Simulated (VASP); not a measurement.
# SnCl (P4/nmm) in VASP: a series of runs

Runs on SnCl. Level: PBE. Tasks: single point.

Everything below comes from runs of VASP 6.6.1. Logs are shortened: lines on timing, memory, paths and dates and some standing lists are left out, and cuts for length are marked.

## 1. The cell of the first run

The structure is tetragonal, space group P4/nmm (No. 129). The conventional cell has a = 4.321 Å, b = 4.321 Å, c = 6.810 Å, α = 90.00°, β = 90.00°, γ = 90.00°. Sn (site symmetry 4mm) has 2 Cl at 3.04 to 3.77 Å and 4 Sn at 3.06 Å within 4.0 Å. Within 4.0 Å of Cl (site symmetry 4mm) lie 2 Sn at 3.04 to 3.77 Å and 4 Cl at 3.16 Å.

## 2. Single point, PBE

Contents of INCAR:

```
SYSTEM = SnCl
  PREC = Accurate
  ENCUT = 520
  EDIFF = 1E-6
  ISMEAR = 0
  SIGMA = 0.1
  LREAL = .False.
  LASPH = .True.
  NELM = 80
  ALGO = Normal
  ISIF = 2
  LWAVE = .False.
  LCHARG = .True.
  GGA = PE
  LELF = .True.
  LVHAR = .True.
  NBANDS = 29
```

Contents of KPOINTS:

```
Automatic mesh
0
Gamma
  4 4 4
  0 0 0
```

Contents of POSCAR:

```
SnCl
1.0
    4.3208921200      0.0000000000      0.0000000000
    0.0000000000      4.3208921200      0.0000000000
    0.0000000000      0.0000000000      6.8099753000
Sn Cl
2 2
Direct
    0.5000000000      0.0000000000      0.0063759800
    0.0000000000      0.5000000000      0.9936240200
    0.5000000000      0.0000000000      0.5597543000
    0.0000000000      0.5000000000      0.4402457000
```

Potentials or basis: VASP PAW PBE potentials, release 64 (Sn_d, Cl).

Run with:

```bash
cat potpaw_PBE.64/Sn_d/POTCAR potpaw_PBE.64/Cl/POTCAR > POTCAR
mpirun -np 1 vasp_std > vasp.out
```

OUTCAR:

```text
SYSTEM = SnCl
   PREC = Accurate
   ENCUT = 520
   EDIFF = 1E-6
   ISMEAR = 0
   LREAL = .False.
   LASPH = .True.
   NELM = 80
   ISIF = 2
   GGA = PE

 ion  position               nearest neighbor table
   1  0.500  0.000  0.006-   3 3.04   2 3.06   2 3.06   2 3.06   2 3.06
   2  0.000  0.500  0.994-   4 3.04   1 3.06   1 3.06   1 3.06   1 3.06
   3  0.500  0.000  0.560-   1 3.04
   4  0.000  0.500  0.440-   2 3.04

  LATTYP: Found a simple tetragonal cell.
 ALAT       =     4.3208921200
 C/A-ratio  =     1.5760577008

  Lattice vectors:

 A1 = (   4.3208921200,   0.0000000000,   0.0000000000)
 A2 = (   0.0000000000,   4.3208921200,   0.0000000000)
 A3 = (   0.0000000000,   0.0000000000,   6.8099753000)

Analysis of symmetry for initial positions (statically):
=====================================================================
 Subroutine PRICEL returns:
 Original cell was already a primitive cell.

 Routine SETGRP: Setting up the symmetry group for a
 simple tetragonal supercell.

 Subroutine GETGRP returns: Found 16 space group operations
 (whereof  8 operations were pure point group operations)
 out of a pool of 16 trial point group operations.

The static configuration has the point symmetry D_2d.
 The point group associated with its full space group is D_4h.

Analysis of symmetry for dynamics (positions and initial velocities):
=====================================================================
 Subroutine PRICEL returns:
 Original cell was already a primitive cell.

 Routine SETGRP: Setting up the symmetry group for a
 simple tetragonal supercell.

 Subroutine GETGRP returns: Found 16 space group operations
 (whereof  8 operations were pure point group operations)
 out of a pool of 16 trial point group operations.

The dynamic configuration has the point symmetry D_2d.
 The point group associated with its full space group is D_4h.

 Subroutine INISYM returns: Found 16 space group operations
 (whereof  8 operations are pure point group operations),
 and found     1 'primitive' translations

----------------------------------------------------------------------------------------

                                     Primitive cell

  volume of cell :     127.1430

  direct lattice vectors                    reciprocal lattice vectors
     4.320892120  0.000000000  0.000000000     0.231433688  0.000000000  0.000000000
     0.000000000  4.320892120  0.000000000     0.000000000  0.231433688  0.000000000
     0.000000000  0.000000000  6.809975300     0.000000000  0.000000000  0.146843411

  length of vectors
     4.320892120  4.320892120  6.809975300     0.231433688  0.231433688  0.146843411

  position of ions in fractional coordinates (direct lattice)
     0.500000000  0.000000000  0.006375980
     0.000000000  0.500000000  0.993624020
     0.500000000  0.000000000  0.559754300
     0.000000000  0.500000000  0.440245700

  ion indices of the primitive-cell ions
   primitive index   ion index
                 1           1
                 2           2
                 3           3
                 4           4

----------------------------------------------------------------------------------------

 KPOINTS: Automatic mesh

Automatic generation of k-mesh.
 Grid dimensions read from file:
 generate k-points for:    4    4    4

 Generating k-lattice:

  Cartesian coordinates                     Fractional coordinates (reciprocal lattice)
     0.057858422  0.000000000  0.000000000     0.250000000  0.000000000  0.000000000
     0.000000000  0.057858422  0.000000000     0.000000000  0.250000000  0.000000000
     0.000000000  0.000000000  0.036710853     0.000000000  0.000000000  0.250000000

  Length of vectors
     0.057858422  0.057858422  0.036710853

  Shift w.r.t. Gamma in fractional coordinates (k-lattice)
     0.000000000  0.000000000  0.000000000

 Subroutine IBZKPT returns following result:
 ===========================================

 Found     18 irreducible k-points:

 Following reciprocal coordinates:
            Coordinates               Weight
  0.000000  0.000000  0.000000      1.000000
  0.250000  0.000000  0.000000      4.000000
  0.500000  0.000000  0.000000      2.000000
  0.250000  0.250000  0.000000      4.000000
  0.500000  0.250000  0.000000      4.000000
  0.500000  0.500000  0.000000      1.000000
[... 10 lines left out ...]
  0.500000  0.250000  0.500000      4.000000
  0.500000  0.500000  0.500000      1.000000
   k-points           NKPTS =     18   k-points in BZ     NKDIM =     18   number of bands    NBANDS=     29
   number of dos      NEDOS =    301   number of ions     NIONS =      4
   total plane-waves  NPLWV =  55296
   dimension x,y,z NGX =    32 NGY =   32 NGZ =   54
   dimension x,y,z NGXF=    64 NGYF=   64 NGZF=  108
   ions per type =               2   2
   NGX,Y,Z   is equivalent  to a cutoff of  12.31, 12.31, 13.18 a.u.
   NGXF,Y,Z  is equivalent  to a cutoff of  24.62, 24.62, 26.37 a.u.
 SYSTEM =  SnCl
   PREC   = accura    normal or accurate (medium, high low for compatibility)
   ISTART =      0    job   : 0-new  1-cont  2-samecut
   ICHARG =      2    charge: 1-file 2-atom 10-const
   ISPIN  =      1    spin polarized calculation?
   LNONCOLLINEAR =      F non collinear calculations
   LSORBIT =      F    spin-orbit coupling
   LASPH  =      T    aspherical Exc in radial PAW
   ENCUT  =  520.0 eV  38.22 Ry    6.18 a.u.   8.03  8.03 12.66*2*pi/ulx,y,z
   NELM   =     80;   NELMIN=  2; NELMDL= -5     # of ELM steps
   EDIFF  = 0.1E-05   stopping-criterion for ELM
   LREAL  =      F    real-space projection
   EDIFFG = 0.1E-04   stopping-criterion for IOM
   NSW    =      0    number of steps for IOM
   IBRION =     -1    ionic relax: 0-MD 1-quasi-New 2-CG
   NFREE  =      0    steps in history (QN), initial steepest desc. (CG)
   ISIF   =      2    stress and relaxation
   ISYM   =      2    0-nonsym 1-usesym 2-fastsym
   POTIM  = 0.5000    time-step for ionic-motion
   TEBEG  =    0.0;   TEEND  =   0.0 temperature during run
   PSTRESS=    0.0 pullay stress
   NELECT =      42.0000    total number of electrons
   NUPDOWN=      -1.0000    fix difference up-down
   EMIN   =  10.00;   EMAX   =-10.00  energy-range for DOS
   EFERMI =   0.00;   METHOD = LEGACY
   ISMEAR =     0;   SIGMA  =   0.10  broadening in eV -4-tet -1-fermi 0-gaus
   EFERMI_NEDOS =   21; number of points for ismear=-14 and -15
   IALGO  =     38    algorithm
   IMIX   =      4    mixing-type and parameters
     AMIX     =   0.40;   BMIX     =  1.00
     AMIX_MAG =   1.60;   BMIX_MAG =  1.00
  volume/ion in A,a.u.               =      31.79       214.50
  Fermi-wavevector in a.u.,A,eV,Ry     =   1.131689  2.138582 17.425256  1.280720
  Thomas-Fermi vector in A             =   2.268389
   LORBIT       =      0    0 simple, 1 ext, 2 COOP (PROOUT), +10 PAW based schemes
   GGA     = PE    functional components
   LHFCALC =     F    Hartree Fock is set to
   AEXX    =    0.0000 exact exchange contribution
   IVDW    =     0    specifies the selected vdW correction
   LEPSILON=     F    determine dielectric tensor
   LRPA    =     F    only Hartree local field effects (RPA)
 non-spin polarized calculation
 Gauss-broadening in eV      SIGMA  =   0.10
  energy-cutoff  :      520.00
  volume of cell :      127.14
 maximum number of plane-waves:      3460
   NGX = 17   NGY = 17   NGZ = 25

 number of electron      42.0000016 magnetization

 Free energy of the ion-electron system (eV)
  ---------------------------------------------------
  ext. energy  EPLUGINS =         0.00000000
  ---------------------------------------------------
  free energy    TOTEN  =       -11.45613324 eV

  energy without entropy =      -11.42789118  energy(sigma->0) =      -11.44201221

 E-fermi :   2.7058     XC(G=0):  -8.4840

 val. band max:        2.6959336424   @ k =   0.2500   0.2500   0.2500
 cond. band min:       2.7465250912   @ k =   0.0000   0.0000   0.5000
 fundamental gap:      0.0505914489
 Fermi energy:         2.7058047061

 k-point     1 :       0.0000    0.0000    0.0000
  band No.  band energies     occupation
      1     -19.0862      2.00000
      2     -19.0413      2.00000
      3     -18.9553      2.00000
      4     -18.9553      2.00000
      5     -18.9397      2.00000
      6     -18.8549      2.00000
[... 21 lines left out ...]
     28       9.6725      0.00000
     29      10.7969      0.00000

 k-point     2 :       0.2500    0.0000    0.0000
  band No.  band energies     occupation
      1     -19.0173      2.00000
      2     -19.0119      2.00000
      3     -18.9416      2.00000
      4     -18.9397      2.00000
      5     -18.9020      2.00000
      6     -18.8814      2.00000
[... 21 lines left out ...]
     28       9.7835      0.00000
     29      10.7309      0.00000

 k-point     3 :       0.5000    0.0000    0.0000
  band No.  band energies     occupation
      1     -18.9450      2.00000
      2     -18.9450      2.00000
      3     -18.9074      2.00000
      4     -18.9074      2.00000
      5     -18.9057      2.00000
      6     -18.9057      2.00000
[... 21 lines left out ...]
     28      10.9648      0.00000
     29      11.4274      0.00000

 k-point     4 :       0.2500    0.2500    0.0000
  band No.  band energies     occupation
      1     -19.0490      2.00000
      2     -18.9627      2.00000
      3     -18.9257      2.00000
      4     -18.9159      2.00000
      5     -18.9059      2.00000
      6     -18.8925      2.00000
[... 405 lines left out ...]
     28      10.4750      0.00000
     29      11.5925      0.00000

 k-point    17 :       0.5000    0.2500    0.5000
  band No.  band energies     occupation
      1     -19.0027      2.00000
      2     -19.0027      2.00000
      3     -18.9503      2.00000
      4     -18.9503      2.00000
      5     -18.8639      2.00000
      6     -18.8639      2.00000
[... 21 lines left out ...]
     28       9.9020      0.00000
     29      11.4449      0.00000

 k-point    18 :       0.5000    0.5000    0.5000
  band No.  band energies     occupation
      1     -19.0391      2.00000
      2     -19.0391      2.00000
      3     -18.9700      2.00000
      4     -18.9700      2.00000
      5     -18.8453      2.00000
      6     -18.8453      2.00000
[... 21 lines left out ...]
     28      11.3896      0.00000
     29      12.0702      0.00000

------------------------ aborting loop because EDIFF is reached ----------------------------------------

  FORCE on cell =-STRESS in cart. coord.  units (eV):
  Direction    XX          YY          ZZ          XY          YZ          ZX
  --------------------------------------------------------------------------------------
  -------------------------------------------------------------------------------------
  Total        1.8630753      1.8630753    -10.0980942      0.0000000      0.0000000      0.0000000
  in kB       23.4773243     23.4773243   -127.2499495      0.0000000      0.0000000      0.0000000
  external PRESSURE =     -26.7651003 kB  Pullay stress =       0.0000000 kB

 VOLUME and BASIS-vectors are now :
 -----------------------------------------------------------------------------
  energy-cutoff  :      520.00
  volume of cell :      127.14
      direct lattice vectors                 reciprocal lattice vectors
     4.320892120  0.000000000  0.000000000     0.231433688  0.000000000  0.000000000
     0.000000000  4.320892120  0.000000000     0.000000000  0.231433688  0.000000000
     0.000000000  0.000000000  6.809975300     0.000000000  0.000000000  0.146843411

 POSITION                                       TOTAL-FORCE (eV/Angst)
 -----------------------------------------------------------------------------------
      2.16045      0.00000      0.04342         0.000000     -0.000000     -1.020209
      0.00000      2.16045      6.76656        -0.000000     -0.000000      1.020209
      2.16045      0.00000      3.81191        -0.000000     -0.000000      1.511823
      0.00000      2.16045      2.99806         0.000000      0.000000     -1.511823
 -----------------------------------------------------------------------------------
    total drift:                                0.000000      0.000000     -0.000000

  FREE ENERGIE OF THE ION-ELECTRON SYSTEM (eV)
  ---------------------------------------------------
  free  energy   TOTEN  =       -11.4561332353 eV

  energy  without entropy=      -11.4278911810  energy(sigma->0) =      -11.44201221
```

Run time: 72 s. Hardware: 1 thread of Intel Xeon Platinum 8259CL at 2.50GHz (Skylake/Cascade Lake), shared host; peak memory 0.24 GiB.

What came out:

```
Free energy            : -11.4561 eV
Pressure               : -2.7 GPa
Largest force          : 1.512 eV/Å
Band gap on the k mesh : zero (band 21 reaches 4.30 eV, above the bottom of band 22 at 2.41 eV)
```

Forces on the atoms (eV/Å):
```
Sn   0.000  0.000 -1.020
Sn   0.000  0.000  1.020
Cl   0.000  0.000  1.512
Cl   0.000  0.000 -1.512
```

Caveat: the k points lie up to 0.36 Å⁻¹ apart; spin-orbit coupling is left out, which moves the levels of the heavy elements; forces of over 1 eV/Å act on the atoms, so gaps and moduli don't describe the material at rest.

## 3. Single point, PBE

This run uses another cell than the first one, of 37.45 Å³/atom, 1.178 times its volume.

Contents of INCAR:

```
PREC = Accurate ; ENCUT = 520
EDIFF = 1E-6 ; ISMEAR = 0
SIGMA = 0.1 ; LREAL = False
LASPH = True ; NELM = 80
ALGO = Normal ; ISIF = 2
LWAVE = False ; LCHARG = True
GGA = PE ; LELF = True
LVHAR = True ; NBANDS = 29
```

Contents of KPOINTS:

```
Automatic mesh
0
Gamma
  4 4 4
```

Contents of POSCAR:

```
SnCl
1.0
    4.3319369334      0.0000000000      0.0000000000
    0.0000000000      4.3319369334      0.0000000000
    0.0000000000      0.0000000000      7.9822753882
Sn Cl
2 2
Direct
    0.5000000000      0.0000000000     -0.0326680737
    0.0000000000      0.5000000000      1.0326680737
    0.5000000000      0.0000000000      0.6693660367
    0.0000000000      0.5000000000      0.3306339633
```

Potentials or basis: VASP PAW PBE potentials, release 64 (Sn_d, Cl).

Run with:

```bash
cat potpaw_PBE.64/Sn_d/POTCAR potpaw_PBE.64/Cl/POTCAR > POTCAR
mpirun -np 1 vasp_std > vasp.out
```

OUTCAR:

```text
PREC = Accurate
   ENCUT = 520
   EDIFF = 1E-6
   ISMEAR = 0
   LREAL = False
   LASPH = True
   NELM = 80
   ISIF = 2
   GGA = PE

 ion  position               nearest neighbor table
   1  0.500  0.000  0.967-   3 2.38   2 3.11   2 3.11   2 3.11   2 3.11
   2  0.000  0.500  0.033-   4 2.38   1 3.11   1 3.11   1 3.11   1 3.11
   3  0.500  0.000  0.669-   1 2.38
   4  0.000  0.500  0.331-   2 2.38

  LATTYP: Found a simple tetragonal cell.
 ALAT       =     4.3319369334
 C/A-ratio  =     1.8426573403

[... 765 lines left out ...]
  Direction    XX          YY          ZZ          XY          YZ          ZX
  --------------------------------------------------------------------------------------
  -------------------------------------------------------------------------------------
  Total       -0.0337280     -0.0337280      0.0604699      0.0000000      0.0000000      0.0000000
  in kB       -0.3607531     -0.3607531      0.6467831      0.0000000      0.0000000      0.0000000
  external PRESSURE =      -0.0249077 kB  Pullay stress =       0.0000000 kB

 VOLUME and BASIS-vectors are now :
 -----------------------------------------------------------------------------
  energy-cutoff  :      520.00
  volume of cell :      149.79
      direct lattice vectors                 reciprocal lattice vectors
     4.331936933  0.000000000  0.000000000     0.230843619  0.000000000  0.000000000
     0.000000000  4.331936933  0.000000000     0.000000000  0.230843619  0.000000000
     0.000000000  0.000000000  7.982275388     0.000000000  0.000000000  0.125277562

 POSITION                                       TOTAL-FORCE (eV/Angst)
 -----------------------------------------------------------------------------------
      2.16597      0.00000      7.72151         0.000000      0.000000     -0.021259
      0.00000      2.16597      0.26077        -0.000000      0.000000      0.021259
      2.16597      0.00000      5.34306        -0.000000     -0.000000      0.018308
      0.00000      2.16597      2.63921        -0.000000      0.000000     -0.018308
 -----------------------------------------------------------------------------------
    total drift:                                0.000000      0.000000     -0.000000

  FREE ENERGIE OF THE ION-ELECTRON SYSTEM (eV)
  ---------------------------------------------------
  free  energy   TOTEN  =       -13.6936367964 eV

  energy  without entropy=      -13.6935615508  energy(sigma->0) =      -13.69359917
```

OSZICAR:

```text
N       E                     dE             d eps       ncg     rms          rms(c)
DAV:   1     0.417599382315E+03    0.41760E+03   -0.20154E+04  1064   0.167E+03
DAV:   2     0.485921133349E+02   -0.36901E+03   -0.35567E+03  1121   0.446E+02
DAV:   3    -0.115166443572E+02   -0.60109E+02   -0.59342E+02  1266   0.165E+02
DAV:   4    -0.142607341444E+02   -0.27441E+01   -0.27359E+01  1199   0.402E+01
DAV:   5    -0.143486749708E+02   -0.87941E-01   -0.87920E-01  1377   0.720E+00    0.635E+00
DAV:   6    -0.137280652123E+02    0.62061E+00   -0.11175E+00  1454   0.788E+00    0.442E+00
DAV:   7    -0.136936856458E+02    0.34380E-01   -0.56567E-01  1309   0.393E+00    0.197E+00
DAV:   8    -0.136964864240E+02   -0.28008E-02   -0.12373E-01  1250   0.212E+00    0.337E-01
DAV:   9    -0.136927232697E+02    0.37632E-02   -0.25099E-02  1577   0.967E-01    0.177E-01
DAV:  10    -0.136934900782E+02   -0.76681E-03   -0.36727E-03  1292   0.268E-01    0.120E-01
DAV:  11    -0.136936370211E+02   -0.14694E-03   -0.15477E-03  1297   0.272E-01    0.460E-02
DAV:  12    -0.136936272273E+02    0.97937E-05   -0.13500E-04  1215   0.830E-02    0.225E-02
DAV:  13    -0.136936358927E+02   -0.86653E-05   -0.23853E-05  1247   0.277E-02    0.537E-03
DAV:  14    -0.136936367964E+02   -0.90371E-06   -0.22103E-06  1080   0.103E-02
   1 F= -.13693637E+02 E0= -.13693599E+02  d E =-.752456E-04
```

stdout:

```text
POSCAR found type information on POSCAR SnCl
 POSCAR found :  2 types and       4 ions
 scaLAPACK will be used
 LDA part: xc-table for (Slater+PW92), standard interpolation
 POSCAR, INCAR and KPOINTS ok, starting setup
 FFT: planning ... GRIDC
 FFT: planning ... GRID_SOFT
 FFT: planning ... GRID
 WAVECAR not read
 entering main loop
```

Run time: 82 s. Hardware: 1 thread of Intel Xeon Platinum 8259CL at 2.50GHz (Skylake/Cascade Lake), shared host; peak memory 0.26 GiB.

What came out:

```
Free energy            : -13.6936 eV
Pressure               : 0.0 GPa
Largest force          : 0.021 eV/Å
Band gap on the k mesh : zero (band 21 reaches 3.36 eV, above the bottom of band 22 at -0.32 eV)
```

Forces on the atoms (eV/Å):
```
Sn   0.000  0.000 -0.021
Sn   0.000  0.000  0.021
Cl   0.000  0.000  0.018
Cl   0.000  0.000 -0.018
```

Levels at points of the mesh, in eV from the Fermi level:
```tsv
k point	band 17	band 18	band 19	band 20	band 21	band 22	band 23	band 24	band 25	band 26
(0.00, 0.00, 0.00)	-2.59	-2.08	-2.08	-1.22	-0.28	-0.28	2.13	4.25	5.33	6.22
(0.50, 0.00, 0.00)	-2.21	-2.21	-2.21	-2.21	1.81	1.81	2.77	2.77	3.25	3.25
(0.50, 0.50, 0.00)	-2.75	-2.75	-2.46	-2.46	-1.86	-1.86	4.07	4.07	5.68	5.68
(0.00, 0.00, 0.50)	-2.44	-2.28	-2.28	-1.22	-0.21	-0.21	1.52	4.27	5.01	6.22
(0.50, 0.00, 0.50)	-2.55	-2.55	-2.21	-2.21	1.80	1.80	2.83	2.83	3.28	3.28
(0.50, 0.50, 0.50)	-2.79	-2.79	-2.69	-2.69	-1.57	-1.57	3.65	3.65	5.47	5.47
```

Caveat: the k points lie up to 0.36 Å⁻¹ apart; spin-orbit coupling is left out, which moves the levels of the heavy elements.
